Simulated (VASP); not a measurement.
Runs of VASP 6.6.1 on Rh. The structure is that of space group P6_3/mmc (No. 194), or close to it. The cells are those of the table. This isn't the form of Rh at room conditions, which is fcc.

```csv
task,cell,k mesh,cutoff (eV),gap on the mesh (eV),pressure (GPa)
single point,"a = 2.527, b = 2.527, c = 4.549 Å, angles 90.0, 90.0, 120.0°, 2 atoms",24 × 24 × 12,520,none,30.5
relaxation of cell and atoms,"relaxed to 50 GPa from a = 2.574, b = 2.574, c = 4.152 Å, angles 90.0, 90.0, 120.0°, 2 atoms",18 × 18 × 10,600,none,50.0
single point,"a = 2.796, b = 2.796, c = 4.196 Å, angles 90.0, 90.0, 120.0°, 2 atoms",24 × 24 × 12,520,none,(a)
relaxation of cell and atoms,"relaxed to 90 GPa from a = 2.515, b = 2.515, c = 4.061 Å, angles 90.0, 90.0, 120.0°, 2 atoms",18 × 18 × 10,600,none,90.0
```

Alike in all rows: level PBEsol; potentials or basis VASP PAW PBE potentials, release 64 (Rh_pv); no spin polarisation.

Estimate the missing entries.

(a) -10.6.

Caveats: the PAW data sets were made with another functional, which shifts forces and pressure a little; the cell is relaxed towards a set pressure, so the run minimises the enthalpy, not the energy (at least some runs); the cell stands under pressure (at least some runs); the cell stands under tension (at least some runs).

A k mesh can miss the band edges, and the runs leave out spin-orbit coupling on Rh.

A gap of «none» marks levels without a gap at the run's occupations.
